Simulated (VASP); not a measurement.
Write the native input for VASP 6.6.1 that does the following.

```
Task                   : single point
Functional             : revPBE
Dispersion             : D3(BJ)
Potentials or basis    : VASP PAW PBE potentials, release 64 (Pb_d)
Cutoff                 : 520 eV
k mesh                 : 9 × 9 × 9
Occupations            : gaussian, width 0.05 eV
Spin                   : non-collinear spin, zero start, spin-orbit coupling
Starting moments       : [[0.0, 0.0, 0.0]] μB
Dipole correction      : no
Further INCAR settings : ALGO = Fast; EDIFF = 1e-07; NBANDS = 25
```

The structure of Pb lies in POSCAR:

```
Pb
1.0
    0.0000000000      2.4750200000      2.4750200000
    2.4750200000      0.0000000000      2.4750200000
    2.4750200000      2.4750200000      0.0000000000
Pb
1
Direct
    0.0000000000      0.0000000000      0.0000000000
```

One way to write it, as run:

INCAR

```
PREC = Accurate
ENCUT = 520
EDIFF = 1E-7
ISMEAR = 0
SIGMA = 0.05
LREAL = F
LASPH = T
NELM = 150
ALGO = Fast
ISIF = 2
LWAVE = F
LCHARG = F
MAGMOM = 0 0 0
LORBIT = 11
LSORBIT = T
GGA_COMPAT = F
LORBMOM = T
GGA = RE
IVDW = 12
NBANDS = 25
```

KPOINTS

```
Automatic mesh
0
Gamma
  9 9 9
```

Potentials or basis: VASP PAW PBE potentials, release 64 (Pb_d).

Command:

```bash
$ cat potpaw_PBE.64/Pb_d/POTCAR > POTCAR
$ mpirun -np 1 vasp_ncl > vasp.out
```

It gave:

The pressure is -0.5 GPa, the net moment is 0.00 μB per cell and the valence electrons inside the program's atomic spheres are Pb 11.97. The dispersion energy per atom is -0.735 eV.

Caveat: the PAW data sets were made with another functional, which shifts forces and pressure a little.

Run time: 79 s on 1 thread of Intel(R) Xeon(R) Platinum 8259CL CPU @ 2.50GHz (Skylake/Cascade Lake), with other jobs on the host, peak memory 0.26 GiB.
